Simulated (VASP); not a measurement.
Set up this calculation in VASP 6.6.1, as the native input.

| Property | Result |
| --- | --- |
| Task | single point |
| Functional | LDA |
| Potentials or basis | VASP PAW LDA potentials, release 64 (Ti_sv) |
| Cutoff | 520 eV |
| k mesh | 13 × 13 × 7 |
| Occupations | gaussian, width 0.6 eV |
| Spin | no spin polarisation |
| Dipole correction | no |
| Further INCAR settings | ALGO = Normal; EDIFF = 1e-06; NBANDS = 19 |

The structure of Ti lies in POSCAR:

```
Ti
1.0
    2.8638698861      0.0000000000      0.0000000000
   -1.4319349430      2.4801840745      0.0000000000
    0.0000000000      0.0000000000      4.5399943151
Ti
2
Direct
    0.3333333333      0.6666666667      0.2500000000
    0.6666666667      0.3333333333      0.7500000000
```

One way to write it, as run:

INCAR

```
SYSTEM = Ti
ALGO     = Normal         ! electronic algorithm
EDIFF    = 1E-6           ! SCF threshold, eV
ENCUT    = 520            ! plane-wave cutoff, eV
ISIF     = 2              ! what is computed and relaxed
ISMEAR   = 0              ! smearing method
LASPH    = .True.         ! aspherical terms in the spheres
LCHARG   = .False.        ! write CHGCAR
LREAL    = .False.        ! projectors in reciprocal space
LWAVE    = .False.        ! write WAVECAR
NBANDS   = 19             ! bands
NELM     = 100            ! most SCF steps
PREC     = Accurate       ! precision mode
SIGMA    = 0.6            ! smearing width, eV
```

KPOINTS

```
k-points
0
Gamma
  13 13 7
  0 0 0
```

Potentials or basis: VASP PAW LDA potentials, release 64 (Ti_sv).

The run is started by

```bash
$ cat potpaw_LDA.64/Ti_sv/POTCAR > POTCAR
$ mpirun -np 1 vasp_std > vasp.out
```

Results of the run:

```yaml
Pressure: 0.9 GPa
Band_gap_on_the_k_mesh: zero (bands 12 and 13 overlap by 1.10 eV)
```

Caveat: so wide a smearing shifts energies and pressures.

Run time: 28 s on 1 thread of Intel(R) Xeon(R) Platinum 8488C (Sapphire Rapids), with other jobs on the host, peak memory 0.16 GiB.
